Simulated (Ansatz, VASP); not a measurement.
# One calculation of GaP, two programs

```
Ga P
1.0
     2.58480    2.58480    0.00000
    -2.58480    2.58480    0.00000
     0.00000    2.58480    2.58480
Ga P
1 1
Cartesian
  0.0000 0.0000 0.0000
  1.2924 3.8772 1.2924
```

Alike in both runs: task single point; functional LDA; k mesh 8 × 8 × 8; no spin polarisation.

```csv
,VASP,Ansatz
version,VASP 6.6.1,Ansatz 0.2.0
potentials or method,"VASP PAW LDA potentials, release 64 (Ga_d, P), cutoff 520 eV","all-electron LAPW, scalar-relativistic"
occupations,"gaussian, width 0.01 eV",fixed
```

```csv
,VASP,Ansatz,Ansatz less VASP
gap on the k mesh at the Fermi level (eV),1.14,1.14,+0.004
pressure (GPa),15.1,15.0,-0.16
```

LDA's correlation is that of Perdew and Zunger in VASP and of Perdew and Wang (1992) in Ansatz. Ansatz ran all-electron here, and VASP with PAW potentials.
